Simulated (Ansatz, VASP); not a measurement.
# Two plane-wave programs on H4PbO4

File INCAR:

```
PREC = Accurate
ENCUT = 520
EDIFF = 1E-6
ISMEAR = 0
SIGMA = 0.01
LREAL = F
LASPH = T
NELM = 100
ALGO = Normal
ISIF = 2
LWAVE = F
LCHARG = T
GGA = PE
LELF = T
LVHAR = T
NBANDS = 31
```

File KPOINTS:

```
regular mesh
0
Gamma
  1 1 1
```

File POSCAR:

```
H4PbO4
1.0
   13.0100000000      0.0000000000      0.0000000000
    0.0000000000     12.9100000000      0.0000000000
    0.0000000000      0.0000000000     12.9900000000
Pb O H
1 4 4
Direct
    0.4818209100      0.4962068200      0.4868445000
    0.4803405100      0.3792757600      0.5987151700
    0.5014734800      0.4189783100      0.3464203200
    0.5990330500      0.6073896200      0.4912863700
    0.3458877800      0.5801409800      0.5096558900
    0.4361621800      0.4039938000      0.6538452700
    0.4771398900      0.3485670000      0.3568237100
    0.6539162200      0.5814446200      0.4475519600
    0.3611099200      0.6510805600      0.4897667400
```

Input for Ansatz:

```yaml
crystal:
  lattice:
    - [13.01, 0.0, 0.0]
    - [0.0, 12.91, 0.0]
    - [0.0, 0.0, 12.99]
  atoms:
    - { symbol: Pb, position: [0.48182091, 0.49620682, 0.4868445] }
    - { symbol: O, position: [0.48034051, 0.37927576, 0.59871517] }
    - { symbol: H, position: [0.43616218, 0.4039938, 0.65384527] }
    - { symbol: O, position: [0.50147348, 0.41897831, 0.34642032] }
    - { symbol: H, position: [0.47713989, 0.348567, 0.35682371] }
    - { symbol: O, position: [0.59903305, 0.60738962, 0.49128637] }
    - { symbol: H, position: [0.65391622, 0.58144462, 0.44755196] }
    - { symbol: O, position: [0.34588778, 0.58014098, 0.50965589] }
    - { symbol: H, position: [0.36110992, 0.65108056, 0.48976674] }
basis:
  ecutwfc: 420
  ecutrho_ratio: 4
kpoints:
  mp_grid: { grid: [1, 1, 1] }
hamiltonian:
  xc: pbe
scf:
  occupations: { method: gaussian, width: 0.01 }
output:
  forces: true
  eigenvalues: true
  populations: true
```

Alike in both runs: task single point; functional PBE; k mesh 1 × 1 × 1; occupations gaussian, width 0.01 eV; no spin polarisation.

|  | VASP | Ansatz |
| --- | --- | --- |
| version | VASP 6.6.1 | Ansatz 0.2.0 |
| potentials or method | VASP PAW PBE potentials, release 64 (Pb_d, O, H), cutoff 520 eV | scalar-relativistic, plane waves, PAW |
| valence electrons in the cell | 42 | 42 |

```tsv
	VASP	Ansatz	Ansatz less VASP
gap on the k mesh at the Fermi level (eV)	2.86	2.88	+0.020
rms of the force components (eV/Å)	0.148	0.084	-0.0638
```

The functional is the same, so the differences come from potentials, cutoffs and numerics.

Spin-orbit coupling is off throughout.
